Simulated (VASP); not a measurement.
Runs of VASP 6.6.1 on NaH. The structure is that of space group Pm-3m (No. 221), or close to it. The cells are those of the table. 

| cell | gap on the mesh (eV) | pressure (GPa) |
| --- | --- | --- |
| a = 2.985, b = 2.985, c = 2.897 Å, 2 atoms | (b) | -2.1 |
| a = 3.014, b = 3.014, c = 2.840 Å, 2 atoms | 0.36 | -2.0 |
| a = 2.926, b = 2.926, c = 3.015 Å, 2 atoms | 0.38 | -2.1 |
| a = 2.955 Å, 2 atoms | 0.58 | -2.1 |
| a = 2.896, b = 2.896, c = 3.077 Å, 2 atoms | (a) | -2.0 |

Alike in all rows: task single point; level LDA; potentials or basis VASP PAW LDA potentials, release 64 (Na_pv, H); no spin polarisation; k mesh 6 × 6 × 6; cutoff (eV) 520; smearing gaussian 0.02 eV.

**Question.** Fill in the values left out.

**Answer.** (a) 0.17; (b) 0.48.

A k mesh can miss the band edges.
